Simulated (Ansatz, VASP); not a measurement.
Two plane-wave programs on YSe2

POSCAR

```
YSe2
1.0
   -2.0425305599      2.8400859581      6.6755306776
    2.0425305599     -2.8400859581      6.6755306776
    2.0425305599      2.8400859581     -6.6755306776
Y Se
2 4
Direct
    0.8492217985      0.8492217985      0.0000000000
    0.1507782015      0.1507782015      0.0000000000
    0.7065929744      0.2065929744      0.5000000000
    0.2934070256      0.7934070256      0.5000000000
    0.7897068767      0.5000000000      0.2897068767
    0.2102931233      0.5000000000      0.7102931233
```

The input INCAR.step1:

```
SYSTEM = YSe2
ALGO = Normal
EDIFF = 1E-4
ENCUT = 520
GGA = PE
ISMEAR = 0
LASPH = .TRUE.
LCHARG = .FALSE.
LREAL = .FALSE.
LWAVE = .TRUE.
NBANDS = 32
NELM = 80
PREC = Accurate
SIGMA = 0.01
```

INCAR.step2

```
SYSTEM = YSe2
ALGO = Normal
EDIFF = 1E-7
ENCUT = 520
ISIF = 2
ISMEAR = 0
ISTART = 1
LASPH = .TRUE.
LCHARG = .TRUE.
LELF = .TRUE.
LMIXTAU = .TRUE.
LREAL = .FALSE.
LVHAR = .TRUE.
LWAVE = .FALSE.
METAGGA = R2SCAN
NBANDS = 32
NELM = 80
PREC = Accurate
SIGMA = 0.01
```

KPOINTS

```
k-points
0
G
  6 6 6
  0 0 0
```

Input for Ansatz:

```yaml
crystal:
  lattice:
    - [-2.0425305599, 2.8400859581, 6.6755306776]
    - [2.0425305599, -2.8400859581, 6.6755306776]
    - [2.0425305599, 2.8400859581, -6.6755306776]
  atoms:
    - { symbol: "Y", position: [0.8492217985, 0.8492217985, 0.0] }
    - { symbol: "Y", position: [0.1507782015, 0.1507782015, 0.0] }
    - { symbol: Se, position: [0.7065929744, 0.2065929744, 0.5] }
    - { symbol: Se, position: [0.2934070256, 0.7934070256, 0.5] }
    - { symbol: Se, position: [0.7897068767, 0.5, 0.2897068767] }
    - { symbol: Se, position: [0.2102931233, 0.5, 0.7102931233] }
kpoints:
  mp_grid: { grid: [6, 6, 6] }
hamiltonian:
  xc: r2scan
scf:
  occupations: { method: fixed }
  n_extra_bands: 5
output:
  forces: true
  stress: true
  eigenvalues: true
```

Alike in both runs: task single point; functional r2SCAN; k mesh 6 × 6 × 6; no spin polarisation.

```csv
,VASP,Ansatz
version,VASP 6.6.1,Ansatz 0.2.0
potentials or method,"VASP PAW PBE potentials, release 64 (Y_sv, Se)","plane waves, PAW"
plane-wave cutoff (eV),520,500
occupations,"gaussian, width 0.01 eV",fixed
valence electrons in the cell,46,86
```

|  | VASP | Ansatz | Ansatz less VASP |
| --- | --- | --- | --- |
| gap on the k mesh at the Fermi level (eV) | 0.54 | 0.54 | +0.004 |
| pressure (GPa) | 0.0 | 0.0 | -0.01 |
| rms of the force components (eV/Å) | 0.005 | 0.001 | -0.0038 |

VASP's potentials were made for PBE, not for r2SCAN. Atom by atom the forces differ by 0.005 eV/Å (rms over components). VASP's potentials hold 46 valence electrons a cell and Ansatz's 86, so a difference there can come from the potentials and not from the codes.
